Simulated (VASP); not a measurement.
A run of VASP 6.6.1 is set up as follows.

The input POSCAR:

```
BN
1.0
    0.0000000000      1.8048254535      1.8048254535
    1.8048254535      0.0000000000      1.8048254535
    1.8048254535      1.8048254535      0.0000000000
B N
1 1
Direct
    0.0000000000      0.0000000000      0.0000000000
    0.2500000000      0.2500000000      0.2500000000
```

File INCAR.step1:

```
SYSTEM = BN
PREC = Accurate
ENCUT = 500
EDIFF = 1E-8
ISMEAR = 0
SIGMA = 0.01
LREAL = .False.
LASPH = .True.
NELM = 60
ALGO = Normal
LWAVE = .True.
LCHARG = .False.
GGA = PE
```

Contents of INCAR.step2:

```
SYSTEM = BN
PREC = Accurate
ENCUT = 500
EDIFF = 1E-8
ISMEAR = 0
SIGMA = 0.01
LREAL = .False.
LASPH = .True.
NELM = 1
ALGO = Exact
LWAVE = .True.
LCHARG = .False.
GGA = PE
NBANDS = 34
LOPTICS = .True.
ISTART = 1
```

The input INCAR.step3:

```
SYSTEM = BN
PREC = Accurate
ENCUT = 500
EDIFF = 1E-8
ISMEAR = 0
SIGMA = 0.01
LREAL = .False.
LASPH = .True.
ALGO = EVGW0
LWAVE = .False.
LCHARG = .False.
GGA = PE
NELMGW = 1
NBANDS = 34
ENCUTGW = 60.0
NOMEGA = 48
PRECFOCK = Fast
ISTART = 1
NBANDSGW = 12
```

KPOINTS

```
Automatic mesh
0
Gamma
  4 4 4
  0 0 0
```

Potentials or basis: VASP PAW PBE potentials, release 64 (B_GW, N_GW).

The run is started by

```console
$ cat potpaw_PBE.64/B_GW/POTCAR potpaw_PBE.64/N_GW/POTCAR > POTCAR
$ cp INCAR.step1 INCAR
$ mpirun -np 1 vasp_std > vasp.out
$ cp INCAR.step2 INCAR
$ mpirun -np 1 vasp_std > vasp.out
$ cp INCAR.step3 INCAR
$ mpirun -np 1 vasp_std > vasp.out
```

**Question.** What does it give for the quasiparticle gap?

**Answer.** 5.47 eV.

**Question.** What does it give for the least direct quasiparticle gap?

**Answer.** 10.70 eV.

**Question.** Estimate the band gap on the k mesh, mean-field level.

**Answer.** 4.44 eV, indirect (least direct gap 8.82 eV).

Caveat: the k points lie up to 0.75 Å⁻¹ apart; bands, screening cutoff and mesh are small and nothing is extrapolated, so the quasiparticle values aren't converged. A k mesh can miss the band edges.
